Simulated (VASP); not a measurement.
# Mg3F2 (P-3m1) in VASP: notebook, part 2 of 2

VASP 6.6.1.

**3. Relaxation of cell and atoms, PBE**

This run uses another cell than the first one, of 14.82 Å³/atom.

INCAR

```
  PREC = Accurate
  ENCUT = 600
  EDIFF = 1E-6
  ISMEAR = 0
  SIGMA = 0.1
  LREAL = False
  LASPH = True
  NELM = 80
  ALGO = Normal
  ISIF = 3
  LWAVE = False
  LCHARG = False
  GGA = PE
  IBRION = 2
  NSW = 90
  EDIFFG = -0.04
```

KPOINTS

```
Automatic mesh
0
Gamma
  6 6 4
```

POSCAR

```
Mg3F2
1.0
    4.1383947798      0.0000000000      0.0000000000
   -2.0691973899      3.5839550102      0.0000000000
    0.0000000000      0.0000000000      4.9967300534
Mg F
3 2
Direct
    0.0000000000      0.0000000000      0.0000000000
    0.3333333333      0.6666666667      0.6250000000
    0.6666666667      0.3333333333      0.3750000000
    0.3333333333      0.6666666667      0.1380000000
    0.6666666667      0.3333333333      0.8620000000
```

Potentials or basis: VASP PAW PBE potentials, release 64 (Mg, F).

The run is started by

```
> cat potpaw_PBE.64/Mg/POTCAR potpaw_PBE.64/F/POTCAR > POTCAR
> mpirun -np 1 vasp_std > vasp.out
```

Wall time 5 min (1 thread of AMD EPYC 9R45 (Zen 5), shared host); peak memory 0.2 GiB.

Results (log left out):

* Free energy: -16.4083 eV
* Relaxed volume: 15.63 Å³/atom
* Relaxed cell: a = 3.538 Å, b = 3.538 Å, c = 7.207 Å, α = 90.00°, β = 90.00°, γ = 120.00°
* Space group after relaxing (to 0.1 Å): P-3m1 (No. 164)
* Energy gained by relaxing: 537.6 meV/atom
* Ionic steps: 25
* Pressure after relaxing: -0.1 GPa
* Largest force after relaxing: 0.024 eV/Å
* Band gap on the k mesh: zero (bands 10 and 11 overlap by 0.33 eV)

Forces on the atoms (eV/Å):
```
Mg   0.000  0.000  0.000
Mg   0.000  0.000  0.024
Mg   0.000  0.000 -0.024
F    0.000  0.000  0.020
F    0.000  0.000 -0.020
```

Stress tensor (GPa, compression positive):
```
 0.06  0.00  0.00
 0.00  0.06  0.00
 0.00  0.00 -0.34
```

The path:
| step | energy change (eV) | largest force (eV/Å) | pressure (GPa) | volume (Å³) |
| --- | --- | --- | --- | --- |
| 1 | 0.0000 | 0.8783 | 7.54 | 74.11 |
| 2 | -0.2923 | 0.7882 | 1.40 | 81.85 |
| 3 | -0.3428 | 0.7402 | -1.97 | 88.57 |
| 4 | -0.3444 | 0.7466 | -1.52 | 87.46 |
| 5 | -0.4495 | 0.8173 | -1.54 | 87.15 |
| 6 | -0.7933 | 0.9058 | -1.02 | 86.23 |
| 7 | -0.9837 | 1.8445 | 5.92 | 84.37 |
| 8 | -1.0369 | 0.7458 | 0.40 | 85.48 |
| 9 | -1.1146 | 0.6080 | 2.43 | 84.93 |
| 10 | -1.1908 | 0.7790 | 2.05 | 87.17 |
| 11 | -1.2317 | 1.8452 | 2.11 | 94.05 |
| 12 | -1.2531 | 1.3400 | 1.96 | 91.38 |
| 13 | -1.3461 | 1.0352 | 0.44 | 93.78 |
| 14 | -1.4772 | 0.4404 | -3.46 | 101.03 |
| 15 | -1.5693 | 0.4998 | -3.65 | 100.28 |
| 16 | -1.8802 | 0.6202 | -4.50 | 97.79 |
| 17 | -2.3940 | 0.3563 | -6.07 | 91.86 |
| 18 | -2.5969 | 0.4846 | -0.78 | 82.53 |
| 19 | -2.5970 | 0.4972 | -0.68 | 82.39 |
| 20 | -2.6415 | 0.2917 | -0.43 | 80.72 |
| 21 | -2.6668 | 0.4797 | 0.27 | 78.32 |
| 22 | -2.6854 | 0.1651 | 0.20 | 77.99 |
| 23 | -2.6876 | 0.0563 | 0.23 | 77.83 |
| 24 | -2.6876 | 0.0531 | 0.21 | 77.84 |
| 25 | -2.6881 | 0.0240 | -0.07 | 78.14 |

Final structure:
```
Mg F
1.0
     3.53829    0.00000    0.00000
    -1.76914    3.06425    0.00000
     0.00000    0.00000    7.20685
Mg F
3 2
Direct
  0.00000 0.00000 0.00000
  0.33333 0.66667 0.63250
  0.66667 0.33333 0.36750
  0.33333 0.66667 0.90718
  0.66667 0.33333 0.09282
```

Levels at points of the mesh, in eV from the Fermi level:
```tsv
k point	band 7	band 8	band 9	band 10	band 11	band 12	band 13	band 14
(0.00, 0.00, 0.00)	-7.40	-7.40	-5.41	-1.25	-0.15	5.86	7.72	8.25
(0.50, 0.00, 0.00)	-7.24	-7.22	-1.58	-1.56	1.33	2.30	3.55	4.76
(0.00, 0.00, 0.50)	-7.40	-7.40	-5.01	-2.58	2.03	3.43	8.17	8.17
(0.50, 0.00, 0.50)	-7.24	-7.22	-1.59	-1.50	1.23	1.99	4.19	5.27
```

Caveat: a cell axis changed by over 15 % at a fixed basis, so the end point is rough.

**4. Single point, PBE**

This run uses another cell than the first one, of 19.59 Å³/atom.

INCAR

```
ALGO = Normal
EDIFF = 1E-7
ENCUT = 520
GGA = PE
ISIF = 2
ISMEAR = 0
LASPH = T
LCHARG = T
LELF = T
LREAL = F
LVHAR = T
LWAVE = F
NBANDS = 18
NELM = 100
PREC = Accurate
SIGMA = 0.1
```

KPOINTS

```
k-points
0
Gamma
  12 12 4
```

POSCAR

```
Mg3F2
1.0
    3.1168619588      0.0000000000      0.0000000000
   -1.5584309794      2.6992816364      0.0000000000
    0.0000000000      0.0000000000     11.6405100971
Mg F
3 2
Direct
    0.0000000000      0.0000000000      0.0000000000
    0.3333333333      0.6666666667      0.6162395664
    0.6666666667      0.3333333333      0.3837604336
    0.3333333333      0.6666666667      0.9191764632
    0.6666666667      0.3333333333      0.0808235368
```

The run is started by

```
> cat potpaw_PBE.64/Mg/POTCAR potpaw_PBE.64/F/POTCAR > POTCAR
> mpirun -np 1 vasp_std > vasp.out
```

Wall time 80 s (1 thread of AMD EPYC 9R45 (Zen 5), shared host); peak memory 0.24 GiB.

It converged, with:

```
Free energy            : -17.8865 eV
Pressure               : -0.3 GPa
Largest force          : 0.033 eV/Å
Band gap on the k mesh : zero (bands 10 and 11 overlap by 1.41 eV)
```

Forces on the atoms (eV/Å):
```
Mg   0.000  0.000  0.000
Mg   0.000  0.000 -0.005
Mg   0.000  0.000  0.005
F    0.000  0.000  0.033
F    0.000  0.000 -0.033
```

Levels at points of the mesh, in eV from the Fermi level:
| k point | band 7 | band 8 | band 9 | band 10 | band 11 | band 12 | band 13 | band 14 |
| --- | --- | --- | --- | --- | --- | --- | --- | --- |
| (0.00, 0.00, 0.00) | -6.53 | -6.47 | -6.06 | -3.74 | -0.88 | 2.08 | 2.51 | 5.70 |
| (0.50, 0.00, 0.00) | -6.66 | -6.43 | -1.17 | -1.00 | 1.03 | 1.48 | 4.00 | 4.08 |
| (0.00, 0.00, 0.50) | -6.53 | -6.53 | -5.98 | -3.82 | -0.63 | 1.15 | 4.26 | 4.28 |
| (0.50, 0.00, 0.50) | -6.66 | -6.43 | -1.17 | -1.00 | 1.04 | 1.47 | 4.05 | 4.06 |

**5. Relaxation of cell and atoms, PBE**

INCAR

```
ALGO = Normal
EDIFF = 1E-7
EDIFFG = -0.01
ENCUT = 600
GGA = PE
IBRION = 2
ISIF = 3
ISMEAR = 0
LASPH = T
LCHARG = F
LREAL = F
LWAVE = F
NELM = 100
NSW = 100
PREC = Accurate
SIGMA = 0.1
```

KPOINTS is that of step 4.

POSCAR

```
Mg3F2
1.0
    3.1056756600      0.0000000000      0.0000000000
   -1.5528378300      2.6895940175      0.0000000000
    0.0000000000      0.0000000000     11.5418406203
Mg F
3 2
Direct
    0.0000000000      0.0000000000      0.0000000000
    0.3333333333      0.6666666667      0.6248577994
    0.6666666667      0.3333333333      0.3751422006
    0.3333333333      0.6666666667      0.9180371690
    0.6666666667      0.3333333333      0.0819628310
```

The run is started by

```
> cat potpaw_PBE.64/Mg/POTCAR potpaw_PBE.64/F/POTCAR > POTCAR
> mpirun -np 1 vasp_std > vasp.out
```

Run time: 5.6 min. Hardware: 1 thread of AMD EPYC 9R45 (Zen 5), shared host; peak memory 0.31 GiB.

The run converged. Its results:

```
Free energy                           : -17.8913 eV
Relaxed volume                        : 18.90 Å³/atom
Relaxed cell                          : a = 3.115 Å, b = 3.115 Å, c = 11.246 Å, α = 90.00°, β = 90.00°, γ = 120.00°
Space group after relaxing (to 0.1 Å) : P-3m1 (No. 164)
Energy gained by relaxing             : 4.0 meV/atom
Ionic steps                           : 7
Pressure after relaxing               : 0.0 GPa
Largest force after relaxing          : 0.006 eV/Å
Band gap on the k mesh                : zero (bands 10 and 11 overlap by 1.43 eV)
```

Forces in eV/Å, atoms in the order of the input:
```
Mg   0.000  0.000  0.000
Mg   0.000  0.000 -0.006
Mg   0.000  0.000  0.006
F    0.000  0.000  0.005
F    0.000  0.000 -0.005
```

The path:
| step | energy change (eV) | largest force (eV/Å) | pressure (GPa) | volume (Å³) |
| --- | --- | --- | --- | --- |
| 1 | 0.0000 | 0.1826 | -0.31 | 96.41 |
| 2 | -0.0065 | 0.1609 | -0.10 | 95.90 |
| 3 | -0.0126 | 0.2023 | 0.41 | 94.75 |
| 4 | -0.0168 | 0.1391 | 0.10 | 94.94 |
| 5 | -0.0180 | 0.0851 | -0.17 | 95.10 |
| 6 | -0.0193 | 0.0473 | -0.11 | 94.84 |
| 7 | -0.0201 | 0.0059 | -0.03 | 94.50 |

Final structure:
```cif
data_structure
_symmetry_space_group_name_H-M 'P 1'
_symmetry_Int_Tables_number 1
_cell_length_a 3.1149
_cell_length_b 3.1149
_cell_length_c 11.2457
_cell_angle_alpha 90.000
_cell_angle_beta 90.000
_cell_angle_gamma 120.000
_cell_volume 94.50
loop_
_atom_site_label
_atom_site_type_symbol
_atom_site_fract_x
_atom_site_fract_y
_atom_site_fract_z
_atom_site_occupancy
Mg1 Mg 0.00000 0.00000 0.00000 1
Mg2 Mg 0.33333 0.66667 0.62009 1
Mg3 Mg 0.66667 0.33333 0.37991 1
F1 F 0.33333 0.66667 0.91662 1
F2 F 0.66667 0.33333 0.08338 1
```

Levels at points of the mesh, in eV from the Fermi level:
```
           k point  band 6  band 7  band 8  band 9  band 10  band 11  band 12  band 13  band 14
(0.00, 0.00, 0.00)   -6.65   -6.65   -6.64   -6.06    -3.71    -0.90     2.20     2.62     5.92
(0.50, 0.00, 0.00)   -6.84   -6.79   -6.57   -1.18    -1.01     1.02     1.49     4.00     4.06
(0.00, 0.00, 0.50)   -6.70   -6.65   -6.65   -5.97    -3.81    -0.57     1.13     4.38     4.59
(0.50, 0.00, 0.50)   -6.84   -6.79   -6.57   -1.18    -1.01     1.04     1.48     4.02     4.09
```

**6. Overview**

```tsv
task	cell	k mesh	cutoff (eV)	gap on the mesh (eV)	pressure (GPa)	relaxed volume (Å³/atom)	largest force (eV/Å)
single point	a = 3.106, b = 3.106, c = 11.542 Å, angles 90.0, 90.0, 120.0°, 5 atoms, atomic positions A	6 × 6 × 4	520	none	-0.3	-	0.05
relaxation of cell and atoms	relaxed from a = 4.138, b = 4.138, c = 4.997 Å, angles 90.0, 90.0, 120.0°, 5 atoms, atomic positions B	6 × 6 × 4	600	none	-0.1	15.63	0.02
single point	a = 3.117, b = 3.117, c = 11.641 Å, angles 90.0, 90.0, 120.0°, 5 atoms, atomic positions C	12 × 12 × 4	520	none	-0.3	-	0.03
relaxation of cell and atoms	relaxed from a = 3.106, b = 3.106, c = 11.542 Å, angles 90.0, 90.0, 120.0°, 5 atoms, atomic positions A	12 × 12 × 4	600	none	0.0	18.90	0.01
```

Alike in all rows: level PBE; potentials or basis VASP PAW PBE potentials, release 64 (Mg, F); no spin polarisation; smearing gaussian 0.1 eV.

Caveats: some runs use coarse meshes; a cell axis changed by over 15 % at a fixed basis, so the end point is rough (at least some runs).

Total energies depend on the potentials used, so only differences within one code and one set of settings carry meaning.
